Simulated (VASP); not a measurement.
A run of VASP 6.6.1 is set up as follows.

The input POSCAR:

```
Cr
1.0
   -1.4162783789      1.4162783789      1.4162783789
    1.4162783789     -1.4162783789      1.4162783789
    1.4162783789      1.4162783789     -1.4162783789
Cr
1
Direct
    0.0000000000      0.0000000000      0.0000000000
```

The input INCAR.step1:

```
PREC = Accurate
ENCUT = 520
ISMEAR = 0
SIGMA = 0.1
LREAL = False
LASPH = True
NELM = 60
NBANDS = 12
GGA = PE
ALGO = Normal
EDIFF = 1E-4
LWAVE = True
LCHARG = False
```

The input INCAR.step2:

```
PREC = Accurate
ENCUT = 520
EDIFF = 1E-6
ISMEAR = 0
SIGMA = 0.1
LREAL = False
LASPH = True
NELM = 60
ALGO = Normal
ISIF = 2
LWAVE = False
LCHARG = False
METAGGA = R2SCAN
LMIXTAU = True
NBANDS = 12
ISTART = 1
```

File KPOINTS:

```
regular mesh
0
Gamma
  10 10 10
```

Potentials or basis: VASP PAW PBE potentials, release 64 (Cr_pv).

Launch:

```console
$ cat potpaw_PBE.64/Cr_pv/POTCAR > POTCAR
$ cp INCAR.step1 INCAR
$ mpirun -np 1 vasp_std > vasp.out
$ cp INCAR.step2 INCAR
$ mpirun -np 1 vasp_std > vasp.out
```

(1) What does it give for the band gap on the k mesh?

(2) Predict the pressure.

Answers

(1) zero (band 6 reaches 13.67 eV, above the bottom of band 7 at 10.14 eV).

(2) 0.4 GPa.

Caveat: the PAW data sets were made with another functional, which shifts forces and pressure a little; the run has no spin polarisation, though such a crystal can be magnetic.
